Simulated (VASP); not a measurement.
# Ca3As2 (P6/mmm) in VASP: further runs, part 2 of 2

VASP 6.6.1. The steps go on from the part before.

## Step 3: Single point, PBE

This run uses another cell than the first one, of 50.43 Å³/atom.

The input, INCAR:

```
SYSTEM = Ca3As2
PREC = Accurate
ENCUT = 520
EDIFF = 1E-6
ISMEAR = 0
SIGMA = 0.1
LREAL = .False.
LASPH = .True.
NELM = 80
ALGO = Fast
ISIF = 2
LWAVE = .False.
LCHARG = .False.
GGA = PE
NBANDS = 28
```

The input, KPOINTS:

```
Automatic mesh
0
Gamma
  6 6 2
  0 0 0
```

The input, POSCAR:

```
Ca3As2
1.0
    6.1467882927      0.0000000000      0.0000000000
   -3.0733941464      5.3232748132      0.0000000000
    0.0000000000      0.0000000000      7.7059391699
Ca As
3 2
Direct
    0.5000000000      0.0000000000      0.0000000000
    0.0000000000      0.5000000000      0.0000000000
    0.5000000000      0.5000000000      0.0000000000
    0.0000000000      0.0000000000      0.1634788036
    0.0000000000      0.0000000000      0.8365211964
```

Potentials or basis: VASP PAW PBE potentials, release 64 (Ca_sv, As).

On the command line:

```
cat potpaw_PBE.64/Ca_sv/POTCAR potpaw_PBE.64/As/POTCAR > POTCAR
mpirun -np 1 vasp_std > vasp.out
```

OUTCAR:

```text
SYSTEM = Ca3As2
   PREC = Accurate
   ENCUT = 520
   EDIFF = 1E-6
   ISMEAR = 0
   LREAL = .False.
   LASPH = .True.
   NELM = 80
   ISIF = 2
   GGA = PE

 ion  position               nearest neighbor table
   1  0.500  0.000  0.000-   2 3.07   2 3.07   3 3.07   3 3.07
   2  0.000  0.500  0.000-   3 3.07   3 3.07   1 3.07   1 3.07
   3  0.500  0.500  0.000-   2 3.07   2 3.07   1 3.07   1 3.07
   4  0.000  0.000  0.163-   5 2.52
   5  0.000  0.000  0.837-   4 2.52

  LATTYP: Found a hexagonal cell.
 ALAT       =     6.1467882927
 C/A-ratio  =     1.2536529327

  Lattice vectors:

 A1 = (   6.1467882927,   0.0000000000,   0.0000000000)
 A2 = (  -3.0733941464,   5.3232748132,   0.0000000000)
 A3 = (   0.0000000000,   0.0000000000,   7.7059391699)

Analysis of symmetry for initial positions (statically):
=====================================================================
 Subroutine PRICEL returns:
 Original cell was already a primitive cell.

 Routine SETGRP: Setting up the symmetry group for a
 hexagonal supercell.

 Subroutine GETGRP returns: Found 24 space group operations
 (whereof 24 operations were pure point group operations)
 out of a pool of 24 trial point group operations.

The static configuration has the point symmetry D_6h.

Analysis of symmetry for dynamics (positions and initial velocities):
=====================================================================
 Subroutine PRICEL returns:
 Original cell was already a primitive cell.

 Routine SETGRP: Setting up the symmetry group for a
 hexagonal supercell.

 Subroutine GETGRP returns: Found 24 space group operations
 (whereof 24 operations were pure point group operations)
 out of a pool of 24 trial point group operations.

The dynamic configuration has the point symmetry D_6h.

 Subroutine INISYM returns: Found 24 space group operations
 (whereof 24 operations are pure point group operations),
 and found     1 'primitive' translations

----------------------------------------------------------------------------------------

                                     Primitive cell

  volume of cell :     252.1464

  direct lattice vectors                    reciprocal lattice vectors
     6.146788293  0.000000000  0.000000000     0.162686586  0.093927144  0.000000000
    -3.073394146  5.323274813  0.000000000     0.000000000  0.187854288  0.000000000
     0.000000000  0.000000000  7.705939170     0.000000000  0.000000000  0.129770036

  length of vectors
     6.146788293  6.146788293  7.705939170     0.187854288  0.187854288  0.129770036

  position of ions in fractional coordinates (direct lattice)
     0.500000000  0.000000000  0.000000000
     1.000000000  0.500000000  0.000000000
     0.500000000  0.500000000  0.000000000
     0.000000000  0.000000000  0.163478804
     0.000000000  0.000000000  0.836521196

  ion indices of the primitive-cell ions
   primitive index   ion index
                 1           1
                 2           2
                 3           3
                 4           4
                 5           5

----------------------------------------------------------------------------------------
[... 31 lines left out ...]
  0.166667  0.166667  0.000000      6.000000
  0.333333  0.166667  0.000000     12.000000
  0.333333  0.333333  0.000000      2.000000
  0.000000  0.000000  0.500000      1.000000
  0.166667  0.000000  0.500000      6.000000
  0.333333  0.000000  0.500000      6.000000
  0.500000  0.000000  0.500000      3.000000
  0.166667  0.166667  0.500000      6.000000
  0.333333  0.166667  0.500000     12.000000
  0.333333  0.333333  0.500000      2.000000
   k-points           NKPTS =     14   k-points in BZ     NKDIM =     14   number of bands    NBANDS=     28
   number of dos      NEDOS =    301   number of ions     NIONS =      5
   total plane-waves  NPLWV = 138240
   dimension x,y,z NGX =    48 NGY =   48 NGZ =   60
   dimension x,y,z NGXF=    96 NGYF=   96 NGZF=  120
   ions per type =               3   2
   NGX,Y,Z   is equivalent  to a cutoff of  12.98, 12.98, 12.94 a.u.
   NGXF,Y,Z  is equivalent  to a cutoff of  25.96, 25.96, 25.89 a.u.
 SYSTEM =  Ca3As2
   PREC   = accura    normal or accurate (medium, high low for compatibility)
   ISTART =      0    job   : 0-new  1-cont  2-samecut
   ICHARG =      2    charge: 1-file 2-atom 10-const
   ISPIN  =      1    spin polarized calculation?
   LNONCOLLINEAR =      F non collinear calculations
   LSORBIT =      F    spin-orbit coupling
   LASPH  =      T    aspherical Exc in radial PAW
   ENCUT  =  520.0 eV  38.22 Ry    6.18 a.u.  11.43 11.43 14.33*2*pi/ulx,y,z
   NELM   =     80;   NELMIN=  2; NELMDL= -5     # of ELM steps
   EDIFF  = 0.1E-05   stopping-criterion for ELM
   LREAL  =      F    real-space projection
   EDIFFG = 0.1E-04   stopping-criterion for IOM
   NSW    =      0    number of steps for IOM
   IBRION =     -1    ionic relax: 0-MD 1-quasi-New 2-CG
   NFREE  =      0    steps in history (QN), initial steepest desc. (CG)
   ISIF   =      2    stress and relaxation
   ISYM   =      2    0-nonsym 1-usesym 2-fastsym
   POTIM  = 0.5000    time-step for ionic-motion
   TEBEG  =    0.0;   TEEND  =   0.0 temperature during run
   PSTRESS=    0.0 pullay stress
   NELECT =      40.0000    total number of electrons
   NUPDOWN=      -1.0000    fix difference up-down
   EMIN   =  10.00;   EMAX   =-10.00  energy-range for DOS
   EFERMI =   0.00;   METHOD = LEGACY
   ISMEAR =     0;   SIGMA  =   0.10  broadening in eV -4-tet -1-fermi 0-gaus
   EFERMI_NEDOS =   21; number of points for ismear=-14 and -15
   IALGO  =     68    algorithm
   IMIX   =      4    mixing-type and parameters
     AMIX     =   0.40;   BMIX     =  1.00
     AMIX_MAG =   1.60;   BMIX_MAG =  1.00
  volume/ion in A,a.u.               =      50.43       340.31
  Fermi-wavevector in a.u.,A,eV,Ry     =   0.886225  1.674722 10.685941  0.785394
  Thomas-Fermi vector in A             =   2.007363
   LORBIT       =      0    0 simple, 1 ext, 2 COOP (PROOUT), +10 PAW based schemes
   GGA     = PE    functional components
   LHFCALC =     F    Hartree Fock is set to
   AEXX    =    0.0000 exact exchange contribution
   IVDW    =     0    specifies the selected vdW correction
   LEPSILON=     F    determine dielectric tensor
   LRPA    =     F    only Hartree local field effects (RPA)
 non-spin polarized calculation
 RMM-DIIS sequential band-by-band and
 Gauss-broadening in eV      SIGMA  =   0.10
  energy-cutoff  :      520.00
  volume of cell :      252.15
 maximum number of plane-waves:      6833
 NGX is ok and might be reduce to    48
   NGX = 23   NGY = 23   NGZ = 29

 number of electron      40.0000004 magnetization

 Free energy of the ion-electron system (eV)
  ---------------------------------------------------
  ext. energy  EPLUGINS =         0.00000000
  ---------------------------------------------------
  free energy    TOTEN  =       -14.55462375 eV

  energy without entropy =      -14.54609341  energy(sigma->0) =      -14.55035858

 E-fermi :   0.2889     XC(G=0):  -6.0648

 val. band max:       -0.1270173752   @ k =   0.5000   0.0000   0.5000
 cond. band min:       0.2998390685   @ k =   0.3333   0.3333   0.0000
 fundamental gap:      0.4268564436
 Fermi energy:         0.2888797839

 k-point     1 :       0.0000    0.0000    0.0000
  band No.  band energies     occupation
      1     -41.5717      2.00000
      2     -41.4422      2.00000
      3     -41.4422      2.00000
      4     -23.1873      2.00000
      5     -22.7140      2.00000
      6     -22.7140      2.00000
[... 423 lines left out ...]
     27       2.3624      0.00000
     28       3.2125      0.00000

------------------------ aborting loop because EDIFF is reached ----------------------------------------

  FORCE on cell =-STRESS in cart. coord.  units (eV):
  Direction    XX          YY          ZZ          XY          YZ          ZX
  --------------------------------------------------------------------------------------
  -------------------------------------------------------------------------------------
  Total        0.2056779      0.2056779      0.1092934     -0.0000000      0.0000000      0.0000000
  in kB        1.3069098      1.3069098      0.6944671     -0.0000000      0.0000000      0.0000000
  external PRESSURE =       1.1027622 kB  Pullay stress =       0.0000000 kB

 VOLUME and BASIS-vectors are now :
 -----------------------------------------------------------------------------
  energy-cutoff  :      520.00
  volume of cell :      252.15
      direct lattice vectors                 reciprocal lattice vectors
     6.146788293  0.000000000  0.000000000     0.162686586  0.093927144  0.000000000
    -3.073394146  5.323274813  0.000000000     0.000000000  0.187854288  0.000000000
     0.000000000  0.000000000  7.705939170     0.000000000  0.000000000  0.129770036

 POSITION                                       TOTAL-FORCE (eV/Angst)
 -----------------------------------------------------------------------------------
      3.07339      0.00000      0.00000        -0.000000     -0.000000      0.000000
     -1.53670      2.66164      0.00000        -0.000000     -0.000000      0.000000
      1.53670      2.66164      0.00000        -0.000000     -0.000000      0.000000
      0.00000      0.00000      1.25976         0.000000     -0.000000      0.038917
      0.00000      0.00000      6.44618         0.000000      0.000000     -0.038917
 -----------------------------------------------------------------------------------
    total drift:                               -0.000000      0.000000      0.000000

  FREE ENERGIE OF THE ION-ELECTRON SYSTEM (eV)
  ---------------------------------------------------
  free  energy   TOTEN  =       -14.5546237488 eV

  energy  without entropy=      -14.5460934070  energy(sigma->0) =      -14.55035858
```

OSZICAR:

```text
N       E                     dE             d eps       ncg     rms          rms(c)
DAV:   1     0.312023262887E+03    0.31202E+03   -0.18629E+04   888   0.120E+03
DAV:   2     0.894245473750E+01   -0.30308E+03   -0.29862E+03   920   0.330E+02
DAV:   3    -0.133474373015E+02   -0.22290E+02   -0.21790E+02  1304   0.639E+01
[... 13 lines left out ...]
RMM:  17    -0.145546148765E+02   -0.96428E-05   -0.86646E-05  1138   0.220E-02    0.172E-03
RMM:  18    -0.145546194871E+02   -0.46106E-05   -0.42817E-05  1032   0.150E-02    0.217E-03
RMM:  19    -0.145546218883E+02   -0.24012E-05   -0.20497E-05  1045   0.125E-02    0.267E-03
RMM:  20    -0.145546229695E+02   -0.10812E-05   -0.14737E-05   988   0.995E-03    0.577E-04
RMM:  21    -0.145546237488E+02   -0.77925E-06   -0.70898E-06   804   0.727E-03
   1 F= -.14554624E+02 E0= -.14550359E+02  d E =-.853034E-02
```

stdout:

```text
POSCAR found type information on POSCAR CaAs
 POSCAR found :  2 types and       5 ions
 scaLAPACK will be used
 LDA part: xc-table for (Slater+PW92), standard interpolation
 POSCAR, INCAR and KPOINTS ok, starting setup
 FFT: planning ... GRIDC
 FFT: planning ... GRID_SOFT
 FFT: planning ... GRID
 WAVECAR not read
 entering main loop
WARNING in EDDRMM: call to ZHEGV failed, returncode =   6  3     21
```

Run time: 96 s. Hardware: 1 thread of Intel Xeon 6975P-C (Granite Rapids), shared host; peak memory 0.4 GiB.

What came out:

| Quantity | Value |
| --- | --- |
| Free energy | -14.5546 eV |
| Pressure | 0.1 GPa |
| Largest force | 0.039 eV/Å |
| Band gap on the k mesh | zero (bands 20 and 21 overlap by 0.02 eV) |

Forces in eV/Å, atoms in the order of the input:
```
Ca   0.000  0.000  0.000
Ca   0.000  0.000  0.000
Ca   0.000  0.000  0.000
As   0.000  0.000  0.039
As   0.000  0.000 -0.039
```

Caveat: the k points lie up to 0.41 Å⁻¹ apart.
